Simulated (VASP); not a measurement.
# NaH in VASP: notebook

NaH is run at these levels: LDA; tasks: single point.

All numbers are computed with VASP 6.6.1; they aren't measurements. Logs are shortened: lines on timing, memory, paths and dates and some standing lists are left out, and cuts for length are marked.

### 1 The cell of the first run

The structure is cubic, space group Pm-3m (No. 221). The conventional cell has a = 2.955 Å, b = 2.955 Å, c = 2.955 Å, α = 90.00°, β = 90.00°, γ = 90.00°. Within 3.4 Å of Na (site symmetry m-3m) lie 8 H at 2.56 Å and 6 Na at 2.96 Å. H (site symmetry m-3m) has 8 Na at 2.56 Å and 6 H at 2.96 Å within 3.4 Å.

### 2 Single point, LDA

Input file INCAR:

```
SYSTEM = NaH
  ALGO = Normal
  EDIFF = 1E-7
  ENCUT = 520
  ISIF = 2
  ISMEAR = 0
  LASPH = .True.
  LCHARG = .False.
  LREAL = .False.
  LWAVE = .False.
  NBANDS = 11
  NELM = 60
  PREC = Accurate
  SIGMA = 0.02
```

Input file KPOINTS:

```
k-points
0
Gamma
  6 6 6
  0 0 0
```

Input file POSCAR:

```
NaH
1.0
    2.9551240000      0.0000000000      0.0000000000
    0.0000000000      2.9551240000      0.0000000000
    0.0000000000      0.0000000000      2.9551240000
Na H
1 1
Direct
    0.0000000000      0.0000000000      0.0000000000
    0.5000000000      0.5000000000      0.5000000000
```

Potentials or basis: VASP PAW LDA potentials, release 64 (Na_pv, H).

Started as:

```bash
cat potpaw_LDA.64/Na_pv/POTCAR potpaw_LDA.64/H/POTCAR > POTCAR
mpirun -np 1 vasp_std > vasp.out
```

OUTCAR:

```text
SYSTEM = NaH
   EDIFF = 1E-7
   ENCUT = 520
   ISIF = 2
   ISMEAR = 0
   LASPH = .True.
   LREAL = .False.
   NELM = 60
   PREC = Accurate

 ion  position               nearest neighbor table
   1  0.000  0.000  0.000-
   2  0.500  0.500  0.500-

  LATTYP: Found a simple cubic cell.
 ALAT       =     2.9551240000

  Lattice vectors:

 A1 = (   2.9551240000,   0.0000000000,   0.0000000000)
 A2 = (   0.0000000000,   2.9551240000,   0.0000000000)
 A3 = (   0.0000000000,   0.0000000000,   2.9551240000)

Analysis of symmetry for initial positions (statically):
=====================================================================
 Subroutine PRICEL returns:
 Original cell was already a primitive cell.

 Routine SETGRP: Setting up the symmetry group for a
 simple cubic supercell.

 Subroutine GETGRP returns: Found 48 space group operations
 (whereof 48 operations were pure point group operations)
 out of a pool of 48 trial point group operations.

The static configuration has the point symmetry O_h .

Analysis of symmetry for dynamics (positions and initial velocities):
=====================================================================
 Subroutine PRICEL returns:
 Original cell was already a primitive cell.

 Routine SETGRP: Setting up the symmetry group for a
 simple cubic supercell.

 Subroutine GETGRP returns: Found 48 space group operations
 (whereof 48 operations were pure point group operations)
 out of a pool of 48 trial point group operations.

The dynamic configuration has the point symmetry O_h .

 Subroutine INISYM returns: Found 48 space group operations
 (whereof 48 operations are pure point group operations),
 and found     1 'primitive' translations

----------------------------------------------------------------------------------------

                                     Primitive cell

  volume of cell :      25.8064

  direct lattice vectors                    reciprocal lattice vectors
     2.955124000  0.000000000  0.000000000     0.338395275  0.000000000  0.000000000
     0.000000000  2.955124000  0.000000000     0.000000000  0.338395275  0.000000000
     0.000000000  0.000000000  2.955124000     0.000000000  0.000000000  0.338395275

  length of vectors
     2.955124000  2.955124000  2.955124000     0.338395275  0.338395275  0.338395275

  position of ions in fractional coordinates (direct lattice)
     0.000000000  0.000000000  0.000000000
     0.500000000  0.500000000  0.500000000

  ion indices of the primitive-cell ions
   primitive index   ion index
                 1           1
                 2           2

----------------------------------------------------------------------------------------

 KPOINTS: k-points

Automatic generation of k-mesh.
 Grid dimensions read from file:
 generate k-points for:    6    6    6

 Generating k-lattice:

  Cartesian coordinates                     Fractional coordinates (reciprocal lattice)
     0.056399213  0.000000000  0.000000000     0.166666667  0.000000000  0.000000000
     0.000000000  0.056399213  0.000000000     0.000000000  0.166666667  0.000000000
     0.000000000  0.000000000  0.056399213     0.000000000  0.000000000  0.166666667

  Length of vectors
     0.056399213  0.056399213  0.056399213

  Shift w.r.t. Gamma in fractional coordinates (k-lattice)
     0.000000000  0.000000000  0.000000000

 Subroutine IBZKPT returns following result:
 ===========================================

 Found     20 irreducible k-points:

 Following reciprocal coordinates:
            Coordinates               Weight
  0.000000  0.000000  0.000000      1.000000
  0.166667  0.000000  0.000000      6.000000
  0.333333  0.000000  0.000000      6.000000
  0.500000  0.000000  0.000000      3.000000
  0.166667  0.166667  0.000000     12.000000
  0.333333  0.166667  0.000000     24.000000
[... 12 lines left out ...]
  0.500000  0.500000  0.333333      6.000000
  0.500000  0.500000  0.500000      1.000000
   k-points           NKPTS =     20   k-points in BZ     NKDIM =     20   number of bands    NBANDS=     11
   number of dos      NEDOS =    301   number of ions     NIONS =      2
   total plane-waves  NPLWV =  13824
   dimension x,y,z NGX =    24 NGY =   24 NGZ =   24
   dimension x,y,z NGXF=    48 NGYF=   48 NGZF=   48
   ions per type =               1   1
   NGX,Y,Z   is equivalent  to a cutoff of  13.50, 13.50, 13.50 a.u.
   NGXF,Y,Z  is equivalent  to a cutoff of  27.00, 27.00, 27.00 a.u.
 SYSTEM =  NaH
   PREC   = accura    normal or accurate (medium, high low for compatibility)
   ISTART =      0    job   : 0-new  1-cont  2-samecut
   ICHARG =      2    charge: 1-file 2-atom 10-const
   ISPIN  =      1    spin polarized calculation?
   LNONCOLLINEAR =      F non collinear calculations
   LSORBIT =      F    spin-orbit coupling
   LASPH  =      T    aspherical Exc in radial PAW
   ENCUT  =  520.0 eV  38.22 Ry    6.18 a.u.   5.49  5.49  5.49*2*pi/ulx,y,z
   NELM   =     60;   NELMIN=  2; NELMDL= -5     # of ELM steps
   EDIFF  = 0.1E-06   stopping-criterion for ELM
   LREAL  =      F    real-space projection
   EDIFFG = 0.1E-05   stopping-criterion for IOM
   NSW    =      0    number of steps for IOM
   IBRION =     -1    ionic relax: 0-MD 1-quasi-New 2-CG
   NFREE  =      0    steps in history (QN), initial steepest desc. (CG)
   ISIF   =      2    stress and relaxation
   ISYM   =      2    0-nonsym 1-usesym 2-fastsym
   POTIM  = 0.5000    time-step for ionic-motion
   TEBEG  =    0.0;   TEEND  =   0.0 temperature during run
   PSTRESS=    0.0 pullay stress
   NELECT =       8.0000    total number of electrons
   NUPDOWN=      -1.0000    fix difference up-down
   EMIN   =  10.00;   EMAX   =-10.00  energy-range for DOS
   EFERMI =   0.00;   METHOD = LEGACY
   ISMEAR =     0;   SIGMA  =   0.02  broadening in eV -4-tet -1-fermi 0-gaus
   EFERMI_NEDOS =   21; number of points for ismear=-14 and -15
   IALGO  =     38    algorithm
   IMIX   =      4    mixing-type and parameters
     AMIX     =   0.40;   BMIX     =  1.00
     AMIX_MAG =   1.60;   BMIX_MAG =  1.00
  volume/ion in A,a.u.               =      12.90        87.08
  Fermi-wavevector in a.u.,A,eV,Ry     =   1.107973  2.093765 16.702564  1.227604
  Thomas-Fermi vector in A             =   2.244494
   LORBIT       =      0    0 simple, 1 ext, 2 COOP (PROOUT), +10 PAW based schemes
   GGA     = CA    functional components
   LHFCALC =     F    Hartree Fock is set to
   AEXX    =    0.0000 exact exchange contribution
   IVDW    =     0    specifies the selected vdW correction
   LEPSILON=     F    determine dielectric tensor
   LRPA    =     F    only Hartree local field effects (RPA)
 non-spin polarized calculation
 Gauss-broadening in eV      SIGMA  =   0.02
  energy-cutoff  :      520.00
  volume of cell :       25.81
 maximum number of plane-waves:       739
 NGX is ok and might be reduce to    24

 number of electron       7.9999998 magnetization

 Free energy of the ion-electron system (eV)
  ---------------------------------------------------
  ext. energy  EPLUGINS =         0.00000000
  ---------------------------------------------------
  free energy    TOTEN  =        -5.09103455 eV

  energy without entropy =       -5.09103455  energy(sigma->0) =       -5.09103455

 E-fermi :   1.4093     XC(G=0):  -8.6173

 val. band max:        1.2950233763   @ k =   0.5000   0.5000   0.5000
 cond. band min:       1.8710796288   @ k =   0.5000   0.0000   0.0000
 fundamental gap:      0.5760562524
 Fermi energy:         1.4092598167

 k-point     1 :       0.0000    0.0000    0.0000
  band No.  band energies     occupation
      1     -23.4069      2.00000
      2     -23.4069      2.00000
      3     -23.4069      2.00000
      4      -4.8861      2.00000
      5       9.7814      0.00000
      6      11.7530      0.00000
      7      11.7530      0.00000
      8      13.3630      0.00000
      9      13.3630      0.00000
     10      13.3630      0.00000
     11      26.3988      0.00000

 k-point     2 :       0.1667    0.0000    0.0000
  band No.  band energies     occupation
      1     -23.4537      2.00000
      2     -23.4029      2.00000
      3     -23.4029      2.00000
      4      -4.4479      2.00000
      5       7.2625      0.00000
      6      10.8736      0.00000
      7      12.2073      0.00000
      8      13.6913      0.00000
      9      13.6913      0.00000
     10      17.7756      0.00000
     11      23.4527      0.00000

 k-point     3 :       0.3333    0.0000    0.0000
  band No.  band energies     occupation
      1     -23.5461      2.00000
      2     -23.3948      2.00000
      3     -23.3948      2.00000
      4      -3.2646      2.00000
      5       3.6832      0.00000
      6      11.5059      0.00000
      7      13.5210      0.00000
      8      14.6073      0.00000
      9      14.6073      0.00000
     10      19.8115      0.00000
     11      20.2201      0.00000

 k-point     4 :       0.5000    0.0000    0.0000
  band No.  band energies     occupation
      1     -23.5917      2.00000
      2     -23.3907      2.00000
      3     -23.3907      2.00000
      4      -2.2732      2.00000
      5       1.8711      0.00000
      6      11.9054      0.00000
      7      14.9056      0.00000
      8      15.4197      0.00000
      9      15.4197      0.00000
     10      17.4767      0.00000
     11      18.6145      0.00000

 k-point     5 :       0.1667    0.1667    0.0000
  band No.  band energies     occupation
      1     -23.4522      2.00000
      2     -23.4452      2.00000
      3     -23.3989      2.00000
      4      -4.0241      2.00000
      5       7.1895      0.00000
      6       8.3277      0.00000
      7      11.8943      0.00000
      8      14.0351      0.00000
      9      17.4516      0.00000
     10      18.4968      0.00000
     11      19.7292      0.00000
[... 155 lines left out ...]
 k-point    17 :       0.3333    0.3333    0.3333
  band No.  band energies     occupation
      1     -23.5123      2.00000
      2     -23.5044      2.00000
      3     -23.5044      2.00000
      4      -0.6092      2.00000
      5       6.1495      0.00000
      6       7.4430      0.00000
      7       7.4430      0.00000
      8      12.7219      0.00000
      9      12.7219      0.00000
     10      14.1000      0.00000
     11      20.6955      0.00000

 k-point    18 :       0.5000    0.3333    0.3333
  band No.  band energies     occupation
      1     -23.5478      2.00000
      2     -23.5034      2.00000
      3     -23.4986      2.00000
      4       0.0739      2.00000
      5       5.3974      0.00000
      6       7.5624      0.00000
      7       8.7526      0.00000
      8      10.5389      0.00000
      9      11.9264      0.00000
     10      13.8598      0.00000
     11      19.4281      0.00000

 k-point    19 :       0.5000    0.5000    0.3333
  band No.  band energies     occupation
      1     -23.5410      2.00000
      2     -23.5410      2.00000
      3     -23.4952      2.00000
      4       0.6879      2.00000
      5       6.6034      0.00000
      6       6.6034      0.00000
      7       9.1401      0.00000
      8       9.2824      0.00000
      9      11.9532      0.00000
     10      11.9532      0.00000
     11      18.1256      0.00000

 k-point    20 :       0.5000    0.5000    0.5000
  band No.  band energies     occupation
      1     -23.5346      2.00000
      2     -23.5346      2.00000
      3     -23.5346      2.00000
      4       1.2950      2.00000
      5       7.8048      0.00000
      6       7.8048      0.00000
      7       7.8048      0.00000
      8       9.8767      0.00000
      9       9.8767      0.00000
     10       9.8767      0.00000
     11      16.7766      0.00000

------------------------ aborting loop because EDIFF is reached ----------------------------------------

  FORCE on cell =-STRESS in cart. coord.  units (eV):
  Direction    XX          YY          ZZ          XY          YZ          ZX
  --------------------------------------------------------------------------------------
  -------------------------------------------------------------------------------------
  Total       -0.3340136     -0.3340136     -0.3340136      0.0000000      0.0000000      0.0000000
  in kB      -20.7370780    -20.7370780    -20.7370780      0.0000000      0.0000000      0.0000000
  external PRESSURE =     -20.7370780 kB  Pullay stress =       0.0000000 kB

 VOLUME and BASIS-vectors are now :
 -----------------------------------------------------------------------------
  energy-cutoff  :      520.00
  volume of cell :       25.81
      direct lattice vectors                 reciprocal lattice vectors
     2.955124000  0.000000000  0.000000000     0.338395275  0.000000000  0.000000000
     0.000000000  2.955124000  0.000000000     0.000000000  0.338395275  0.000000000
     0.000000000  0.000000000  2.955124000     0.000000000  0.000000000  0.338395275

 POSITION                                       TOTAL-FORCE (eV/Angst)
 -----------------------------------------------------------------------------------
      0.00000      0.00000      0.00000         0.000000      0.000000      0.000000
      1.47756      1.47756      1.47756         0.000000      0.000000      0.000000
 -----------------------------------------------------------------------------------
    total drift:                                0.000000      0.000000      0.000000

  FREE ENERGIE OF THE ION-ELECTRON SYSTEM (eV)
  ---------------------------------------------------
  free  energy   TOTEN  =        -5.0910345512 eV

  energy  without entropy=       -5.0910345512  energy(sigma->0) =       -5.09103455
```

Wall time 2.7 s (1 thread of Intel Xeon Platinum 8259CL at 2.50GHz (Skylake/Cascade Lake), shared host); peak memory 0.12 GiB.

What came out:

- Free energy: -5.0910 eV
- Pressure: -2.1 GPa
- Band gap on the k mesh: 0.58 eV, indirect (least direct gap 4.14 eV)

A k mesh can miss the band edges. Expect the measured gap to be larger: semilocal functionals such as LDA lack the derivative discontinuity.

### 3 Single point, LDA

This run uses another cell than the first one, of the same volume but with other edges.

Input file INCAR:

```
PREC = Accurate
ENCUT = 520
EDIFF = 1E-7
ISMEAR = 0
SIGMA = 0.02
LREAL = F
LASPH = T
NELM = 60
ALGO = Normal
ISIF = 2
LWAVE = F
LCHARG = F
GGA = CA
NBANDS = 11
```

Input file KPOINTS:

```
Automatic mesh
0
Gamma
  6 6 6
```

Input file POSCAR:

```
NaH
1.0
    2.8960215200      0.0000000000      0.0000000000
    0.0000000000      2.8960215200      0.0000000000
    0.0000000000      0.0000000000      3.0769720950
Na H
1 1
Direct
    0.0000000000      0.0000000000      0.0000000000
    0.5000000000      0.5000000000      0.5000000000
```

Potentials or basis: VASP PAW LDA potentials, release 64 (Na_pv, H).

Started as:

```bash
cat potpaw_LDA.64/Na_pv/POTCAR potpaw_LDA.64/H/POTCAR > POTCAR
mpirun -np 1 vasp_std > vasp.out
```

Wall time 4.7 s (1 thread of Intel Xeon Platinum 8259CL at 2.50GHz (Skylake/Cascade Lake), shared host); peak memory 0.12 GiB.

The run converged. Its results:

```yaml
Free_energy: -5.0690 eV
Pressure: -2.0 GPa
Band_gap_on_the_k_mesh: 0.17 eV, indirect (least direct gap 4.01 eV)
```

Stress tensor (GPa, compression positive):
```
 0.24  0.00  0.00
 0.00  0.24  0.00
 0.00  0.00 -6.55
```

Levels at points of the mesh, in eV from the valence-band top:
```csv
k point,band 2,band 3,band 4,band 5,band 6,band 7
"(0.00, 0.00, 0.00)",-24.75,-24.75,-6.21,8.12,10.28,10.73
"(0.50, 0.00, 0.00)",-24.73,-24.73,-3.46,0.74,10.28,12.96
"(0.50, 0.50, 0.00)",-24.93,-24.72,-1.60,4.15,4.15,6.65
"(0.00, 0.00, 0.50)",-24.74,-24.74,-3.84,0.17,10.95,13.65
"(0.50, 0.00, 0.50)",-24.85,-24.72,-1.94,3.59,3.73,6.08
"(0.50, 0.50, 0.50)",-24.91,-24.83,0.00,6.33,6.59,6.59
```
